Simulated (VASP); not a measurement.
# GaN (zinc blende type) in VASP: a series of runs

Runs on GaN (zinc blende type). Level: HSE06. Tasks: single point.

Everything below comes from runs of VASP 6.6.1. Logs are shortened: lines on timing, memory, paths and dates and some standing lists are left out, and cuts for length are marked.

## 1. The cell of the first run

Symmetry: F-43m, No. 216, cubic system. The conventional cell has a = 4.610 Å, b = 4.610 Å, c = 4.610 Å, α = 90.00°, β = 90.00°, γ = 90.00°. Ga (site symmetry -43m) has 4 N at 2.00 Å within 2.6 Å. Within 2.6 Å of N (site symmetry -43m) lie 4 Ga at 2.00 Å.

## 2. Single point, HSE06

Input file POSCAR:

```
GaN
1.0
    0.0000000000      2.3049376437      2.3049376437
    2.3049376437      0.0000000000      2.3049376437
    2.3049376437      2.3049376437      0.0000000000
Ga N
1 1
Direct
    0.0000000000      0.0000000000      0.0000000000
    0.2500000000      0.2500000000      0.2500000000
```

Input file INCAR.step1:

```
PREC = Accurate
ENCUT = 520
EDIFF = 1E-5
ISMEAR = -1
SIGMA = 0.05
LREAL = F
LASPH = T
NELM = 80
ALGO = Normal
ISIF = 2
LWAVE = T
GGA = PE
NBANDS = 16
```

Input file INCAR.step2:

```
PREC = Accurate
ENCUT = 520
EDIFF = 1E-7
ISMEAR = -1
SIGMA = 0.05
LREAL = F
LASPH = T
NELM = 80
ALGO = Normal
ISIF = 2
LWAVE = F
LCHARG = T
GGA = PE
LHFCALC = T
HFSCREEN = 0.2079
PRECFOCK = Normal
LELF = T
LVHAR = T
ISTART = 1
NBANDS = 16
```

Input file KPOINTS:

```
Automatic mesh
0
Gamma
  4 4 4
```

Potentials or basis: VASP PAW PBE potentials, release 64 (Ga_d, N).

Launch:

```
> cat potpaw_PBE.64/Ga_d/POTCAR potpaw_PBE.64/N/POTCAR > POTCAR
> cp INCAR.step1 INCAR
> mpirun -np 1 vasp_std > vasp.out
> cp INCAR.step2 INCAR
> mpirun -np 1 vasp_std > vasp.out
```

OUTCAR:

```text
PREC = Accurate
   ENCUT = 520
   EDIFF = 1E-7
   ISMEAR = -1
   LREAL = F
   LASPH = T
   NELM = 80
   ISIF = 2
   GGA = PE
   LHFCALC = T
   HFSCREEN = 0.2079
   PRECFOCK = Normal
   ISTART = 1

 ion  position               nearest neighbor table
   1  0.000  0.000  0.000-   2 2.00   2 2.00   2 2.00   2 2.00
   2  0.250  0.250  0.250-   1 2.00   1 2.00   1 2.00   1 2.00

  LATTYP: Found a face centered cubic cell.
 ALAT       =     4.6098752874

  Lattice vectors:

 A1 = (   0.0000000000,   2.3049376437,   2.3049376437)
 A2 = (   2.3049376437,   0.0000000000,   2.3049376437)
 A3 = (   2.3049376437,   2.3049376437,   0.0000000000)

Analysis of symmetry for initial positions (statically):
=====================================================================
 Subroutine PRICEL returns:
 Original cell was already a primitive cell.

 Routine SETGRP: Setting up the symmetry group for a
 face centered cubic supercell.

 Subroutine GETGRP returns: Found 24 space group operations
 (whereof 24 operations were pure point group operations)
 out of a pool of 48 trial point group operations.

The static configuration has the point symmetry T_d .

Analysis of symmetry for dynamics (positions and initial velocities):
=====================================================================
 Subroutine PRICEL returns:
 Original cell was already a primitive cell.

 Routine SETGRP: Setting up the symmetry group for a
 face centered cubic supercell.

 Subroutine GETGRP returns: Found 24 space group operations
 (whereof 24 operations were pure point group operations)
 out of a pool of 48 trial point group operations.

The dynamic configuration has the point symmetry T_d .

 Subroutine INISYM returns: Found 24 space group operations
 (whereof 24 operations are pure point group operations),
 and found     1 'primitive' translations

----------------------------------------------------------------------------------------

                                     Primitive cell

  volume of cell :      24.4911
[... 70 lines left out ...]
   ENCUT  =  520.0 eV  38.22 Ry    6.18 a.u.   6.06  6.06  6.06*2*pi/ulx,y,z
   NELM   =     80;   NELMIN=  2; NELMDL=  0     # of ELM steps
   EDIFF  = 0.1E-06   stopping-criterion for ELM
   LREAL  =      F    real-space projection
   EDIFFG = 0.1E-05   stopping-criterion for IOM
   NSW    =      0    number of steps for IOM
   IBRION =     -1    ionic relax: 0-MD 1-quasi-New 2-CG
   NFREE  =      0    steps in history (QN), initial steepest desc. (CG)
   ISIF   =      2    stress and relaxation
   ISYM   =      3    0-nonsym 1-usesym 2-fastsym
   POTIM  = 0.5000    time-step for ionic-motion
   TEBEG  =    0.0;   TEEND  =   0.0 temperature during run
   PSTRESS=    0.0 pullay stress
   NELECT =      18.0000    total number of electrons
   NUPDOWN=      -1.0000    fix difference up-down
   EMIN   =  10.00;   EMAX   =-10.00  energy-range for DOS
   EFERMI =   0.00;   METHOD = LEGACY
   ISMEAR =    -1;   SIGMA  =   0.05  broadening in eV -4-tet -1-fermi 0-gaus
   EFERMI_NEDOS =   21; number of points for ismear=-14 and -15
   IALGO  =     38    algorithm
   IMIX   =      1    mixing-type and parameters
     AMIX     =   0.40;   BMIX     =  1.00
     AMIX_MAG =   1.60;   BMIX_MAG =  1.00
  volume/ion in A,a.u.               =      12.25        82.64
  Fermi-wavevector in a.u.,A,eV,Ry     =   1.477395  2.791871 29.697363  2.182695
  Thomas-Fermi vector in A             =   2.591804
   LORBIT       =      0    0 simple, 1 ext, 2 COOP (PROOUT), +10 PAW based schemes
   GGA     = PE    functional components
   LHFCALC =     T    Hartree Fock is set to
   PRECFOCK=normal    Normal, Fast or Accurate (Low or Medium for compatibility)
   ENCUT4O =  -1.0   cutoff for four orbital integrals eV
   NKREDX  =     1    reduce k-point grid by
   NKREDY  =     1    reduce k-point grid by
   NKREDZ  =     1    reduce k-point grid by
   AEXX    =    0.2500 exact exchange contribution
   HFSCREEN=    0.2079 screening length (either q_TF or 0.3 A-1)
   HFSCREENC=   0.2079 screening length for correlation (either q_TF or 0.3 A-1)
   ENCUTFOCK=  -1.0 apply spherical cutoff to Coloumb kernel
   IVDW    =     0    specifies the selected vdW correction
   LEPSILON=     F    determine dielectric tensor
   LRPA    =     F    only Hartree local field effects (RPA)
 non-spin polarized calculation
  energy-cutoff  :      520.00
  volume of cell :       24.49
 maximum number of plane-waves:       684
  NGX = 20; NGY = 20; NGZ = 20

 number of electron      17.9999991 magnetization

 Free energy of the ion-electron system (eV)
  ---------------------------------------------------
  ext. energy  EPLUGINS =         0.00000000
  ---------------------------------------------------
  free energy    TOTEN  =       -14.61652569 eV

  energy without entropy =      -14.61652569  energy(sigma->0) =      -14.61652569

 E-fermi :   4.9734     XC(G=0):  -9.2789

 val. band max:        3.8072655100   @ k =   0.0000   0.0000   0.0000
 cond. band min:       6.3121299478   @ k =   0.0000   0.0000   0.0000
 fundamental gap:      2.5048644379
 Fermi energy:         4.9733950672

 k-point     1 :       0.0000    0.0000    0.0000
  band No.  band energies     occupation
      1     -13.0606      2.00000
      2     -11.8103      2.00000
      3     -11.8103      2.00000
      4     -11.8103      2.00000
      5     -11.5546      2.00000
      6     -11.5546      2.00000
[... 129 lines left out ...]
      3     -11.6727      2.00000
      4     -11.5622      2.00000
      5     -11.5432      2.00000
      6      -9.0389      2.00000
[... 8 lines left out ...]
     15      24.2052      0.00000
     16      28.3712      0.00000

------------------------ aborting loop because EDIFF is reached ----------------------------------------

  FORCE on cell =-STRESS in cart. coord.  units (eV):
  Direction    XX          YY          ZZ          XY          YZ          ZX
  --------------------------------------------------------------------------------------
  -------------------------------------------------------------------------------------
  Total       -1.9175230     -1.9175230     -1.9175230      0.0000000      0.0000000      0.0000000
  in kB     -125.4421886   -125.4421886   -125.4421886      0.0000000      0.0000000      0.0000000
  external PRESSURE =    -125.4421886 kB  Pullay stress =       0.0000000 kB

 VOLUME and BASIS-vectors are now :
 -----------------------------------------------------------------------------
  energy-cutoff  :      520.00
  volume of cell :       24.49
      direct lattice vectors                 reciprocal lattice vectors
     0.000000000  2.304937644  2.304937644    -0.216925608  0.216925608  0.216925608
     2.304937644  0.000000000  2.304937644     0.216925608 -0.216925608  0.216925608
     2.304937644  2.304937644  0.000000000     0.216925608  0.216925608 -0.216925608

 POSITION                                       TOTAL-FORCE (eV/Angst)
 -----------------------------------------------------------------------------------
      0.00000      0.00000      0.00000        -0.000000     -0.000000      0.000000
      1.15247      1.15247      1.15247         0.000000      0.000000     -0.000000
 -----------------------------------------------------------------------------------
    total drift:                               -0.000002     -0.000012     -0.000008

  FREE ENERGIE OF THE ION-ELECTRON SYSTEM (eV)
  ---------------------------------------------------
  free  energy   TOTEN  =       -14.6165256904 eV

  energy  without entropy=      -14.6165256904  energy(sigma->0) =      -14.61652569
```

OUTCAR.step1:

```text
PREC = Accurate
   ENCUT = 520
   EDIFF = 1E-5
   ISMEAR = -1
   LREAL = F
[... 354 lines left out ...]
      0.00000      0.00000      0.00000         0.000000      0.000000      0.000000
      1.15247      1.15247      1.15247        -0.000000     -0.000000     -0.000000
 -----------------------------------------------------------------------------------
    total drift:                                0.000002      0.000002      0.000001

  FREE ENERGIE OF THE ION-ELECTRON SYSTEM (eV)
  ---------------------------------------------------
  free  energy   TOTEN  =       -12.0703580001 eV

  energy  without entropy=      -12.0703577673  energy(sigma->0) =      -12.07035788
```

Wall time 4.8 min (1 thread of Intel Xeon 6975P-C, shared host); peak memory 0.25 GiB.

Results:

```
Free energy            : -14.6165 eV
Pressure               : -12.5 GPa
Band gap on the k mesh : 2.50 eV, direct
```

Caveat: the k points lie up to 0.59 Å⁻¹ apart; the PAW data sets were made with another functional, which shifts forces and pressure a little.

## 3. Single point, HSE06

This run uses another cell than the first one, of 11.77 Å³/atom, 0.962 times its volume.

Input file POSCAR:

```
GaN
1.0
    0.0000000000      2.2750000000      2.2750000000
    2.2750000000      0.0000000000      2.2750000000
    2.2750000000      2.2750000000      0.0000000000
Ga N
1 1
Direct
    0.0076134101      0.0076134101      0.0076134101
    0.2500000000      0.2500000000      0.2500000000
```

Input file INCAR.step1:

```
SYSTEM = GaN
ALGO = Normal
EDIFF = 1E-5
ENCUT = 520
GGA = PE
ISIF = 2
ISMEAR = -1
LASPH = .TRUE.
LCHARG = .FALSE.
LREAL = .FALSE.
LWAVE = .TRUE.
NBANDS = 16
NELM = 60
PREC = Accurate
SIGMA = 0.05
```

Input file INCAR.step2:

```
SYSTEM = GaN
ALGO = Normal
EDIFF = 1E-6
ENCUT = 520
GGA = PE
HFSCREEN = 0.2079
ISIF = 2
ISMEAR = -1
ISTART = 1
LASPH = .TRUE.
LCHARG = .FALSE.
LHFCALC = .TRUE.
LREAL = .FALSE.
LWAVE = .FALSE.
NBANDS = 16
NELM = 60
PREC = Accurate
PRECFOCK = Normal
SIGMA = 0.05
```

Input file KPOINTS:

```
k-points
0
G
  4 4 4
  0 0 0
```

Potentials or basis: VASP PAW PBE potentials, release 64 (Ga_d, N).

Launch:

```
> cat potpaw_PBE.64/Ga_d/POTCAR potpaw_PBE.64/N/POTCAR > POTCAR
> cp INCAR.step1 INCAR
> mpirun -np 1 vasp_std > vasp.out
> cp INCAR.step2 INCAR
> mpirun -np 1 vasp_std > vasp.out
```

OUTCAR:

```text
SYSTEM = GaN
   EDIFF = 1E-6
   ENCUT = 520
   GGA = PE
   HFSCREEN = 0.2079
   ISIF = 2
   ISMEAR = -1
   ISTART = 1
   LASPH = .TRUE.
   LHFCALC = .TRUE.
   LREAL = .FALSE.
   NELM = 60
   PREC = Accurate
   PRECFOCK = Normal

 ion  position               nearest neighbor table
   1  0.008  0.008  0.008-   2 1.91   2 1.99   2 1.99   2 1.99
   2  0.250  0.250  0.250-   1 1.91   1 1.99   1 1.99   1 1.99

  LATTYP: Found a face centered cubic cell.
 ALAT       =     4.5500000000

[... 428 lines left out ...]

------------------------ aborting loop because EDIFF is reached ----------------------------------------

  FORCE on cell =-STRESS in cart. coord.  units (eV):
  Direction    XX          YY          ZZ          XY          YZ          ZX
  --------------------------------------------------------------------------------------
  -------------------------------------------------------------------------------------
  Total       -0.8894078     -0.8894078     -0.8894078      0.2592494      0.2592494      0.2592494
  in kB      -60.5114185    -60.5114185    -60.5114185     17.6381918     17.6381918     17.6381918
  external PRESSURE =     -60.5114185 kB  Pullay stress =       0.0000000 kB

 VOLUME and BASIS-vectors are now :
 -----------------------------------------------------------------------------
  energy-cutoff  :      520.00
  volume of cell :       23.55
      direct lattice vectors                 reciprocal lattice vectors
     0.000000000  2.275000000  2.275000000    -0.219780220  0.219780220  0.219780220
     2.275000000  0.000000000  2.275000000     0.219780220 -0.219780220  0.219780220
     2.275000000  2.275000000  0.000000000     0.219780220  0.219780220 -0.219780220

 POSITION                                       TOTAL-FORCE (eV/Angst)
 -----------------------------------------------------------------------------------
      0.03464      0.03464      0.03464        -0.461174     -0.461174     -0.461174
      1.13750      1.13750      1.13750         0.461174      0.461174      0.461174
 -----------------------------------------------------------------------------------
    total drift:                                0.000144      0.000146      0.000170

  FREE ENERGIE OF THE ION-ELECTRON SYSTEM (eV)
  ---------------------------------------------------
  free  energy   TOTEN  =       -14.6498762404 eV

  energy  without entropy=      -14.6498762403  energy(sigma->0) =      -14.64987624
```

OSZICAR.step1:

```text
N       E                     dE             d eps       ncg     rms          rms(c)
DAV:   1     0.893940661186E+02    0.89394E+02   -0.91305E+03   440   0.198E+03
DAV:   2    -0.709420871637E+01   -0.96488E+02   -0.90767E+02   480   0.360E+02
DAV:   3    -0.139913894456E+02   -0.68972E+01   -0.68686E+01   464   0.749E+01
DAV:   4    -0.140763856244E+02   -0.84996E-01   -0.84981E-01   552   0.917E+00
DAV:   5    -0.140774355095E+02   -0.10499E-02   -0.10499E-02   496   0.926E-01    0.769E+00
DAV:   6    -0.120665269109E+02    0.20109E+01   -0.49875E+00   640   0.393E+01    0.267E+00
DAV:   7    -0.120749680831E+02   -0.84412E-02   -0.32524E-01   496   0.649E+00    0.178E+00
DAV:   8    -0.120719599464E+02    0.30081E-02   -0.65126E-02   480   0.350E+00    0.837E-01
DAV:   9    -0.120669780769E+02    0.49819E-02   -0.16377E-02   592   0.287E+00    0.211E-01
DAV:  10    -0.120674105248E+02   -0.43245E-03   -0.16299E-03   544   0.556E-01    0.987E-02
DAV:  11    -0.120673057278E+02    0.10480E-03   -0.32160E-04   648   0.295E-01    0.712E-03
DAV:  12    -0.120673128114E+02   -0.70835E-05   -0.35085E-05   512   0.615E-02
   1 F= -.12067313E+02 E0= -.12067313E+02  d E =-.341060E-07
```

Run time: 5.2 min. Hardware: 1 thread of Intel Xeon 6975P-C, shared host; peak memory 0.25 GiB.

Results:

```
Free energy            : -14.6499 eV
Pressure               : -6.1 GPa
Largest force          : 0.799 eV/Å
Band gap on the k mesh : 2.72 eV, direct
```

Forces on the atoms (eV/Å):
```
Ga  -0.461 -0.461 -0.461
N    0.461  0.461  0.461
```

Levels at points of the mesh, in eV from the valence-band top:
```
           k point  band 7  band 8  band 9  band 10  band 11  band 12
(0.00, 0.00, 0.00)   -0.24    0.00    0.00     2.72    11.57    11.57
(0.50, 0.00, 0.00)   -7.36   -1.25   -0.92     5.76    10.17    11.33
(0.50, 0.50, 0.50)   -7.63   -1.07   -1.07     5.88    10.20    11.74
(0.50, 0.50, 0.00)   -6.52   -2.92   -2.83     4.34     7.88    13.26
```

Caveat: the k points lie up to 0.60 Å⁻¹ apart; the PAW data sets were made with another functional, which shifts forces and pressure a little.

## 4. Single point, HSE06

This run uses another cell than the first one, of 11.77 Å³/atom, 0.962 times its volume.

POSCAR is that of step 3.

Input file INCAR.step1:

```
PREC = Accurate
ENCUT = 520
EDIFF = 1E-5
ISMEAR = -1
SIGMA = 0.05
LREAL = F
LASPH = T
NELM = 100
ALGO = Normal
ISIF = 2
LWAVE = T
LCHARG = F
NBANDS = 16
GGA = PE
```

Input file INCAR.step2:

```
PREC = Accurate
ENCUT = 520
EDIFF = 1E-6
ISMEAR = -1
SIGMA = 0.05
LREAL = F
LASPH = T
NELM = 100
ALGO = Normal
ISIF = 2
LWAVE = F
LCHARG = F
GGA = PE
LHFCALC = T
HFSCREEN = 0.2079
PRECFOCK = Normal
NBANDS = 16
ISTART = 1
```

Input file KPOINTS:

```
Automatic mesh
0
Gamma
  4 4 4
```

Launch:

```
> cat potpaw_PBE.64/Ga_d/POTCAR potpaw_PBE.64/N/POTCAR > POTCAR
> cp INCAR.step1 INCAR
> mpirun -np 1 vasp_std > vasp.out
> cp INCAR.step2 INCAR
> mpirun -np 1 vasp_std > vasp.out
```

Wall time 4.7 min (1 thread of Intel Xeon 6975P-C, shared host); peak memory 0.25 GiB.

Results (log left out):

```yaml
Free_energy: -14.6499 eV
Pressure: -6.1 GPa
Largest_force: 0.799 eV/Å
Band_gap_on_the_k_mesh: 2.72 eV, direct
```

Forces in eV/Å, atoms in the order of the input:
```
Ga  -0.461 -0.461 -0.461
N    0.461  0.461  0.461
```

Stress tensor (GPa, compression positive):
```
-6.05  1.76  1.76
 1.76 -6.05  1.76
 1.76  1.76 -6.05
```

Levels at points of the mesh, in eV from the valence-band top:
| k point | band 6 | band 7 | band 8 | band 9 | band 10 | band 11 | band 12 | band 13 |
| --- | --- | --- | --- | --- | --- | --- | --- | --- |
| (0.00, 0.00, 0.00) | -15.39 | -0.24 | 0.00 | 0.00 | 2.72 | 11.57 | 11.57 | 11.76 |
| (0.50, 0.00, 0.00) | -13.69 | -7.36 | -1.25 | -0.92 | 5.76 | 10.17 | 11.33 | 11.92 |
| (0.50, 0.50, 0.50) | -13.66 | -7.63 | -1.07 | -1.07 | 5.88 | 10.20 | 11.74 | 11.74 |
| (0.50, 0.50, 0.00) | -13.13 | -6.52 | -2.92 | -2.83 | 4.34 | 7.88 | 13.26 | 15.54 |

Caveat: the k points lie up to 0.60 Å⁻¹ apart; the PAW data sets were made with another functional, which shifts forces and pressure a little.
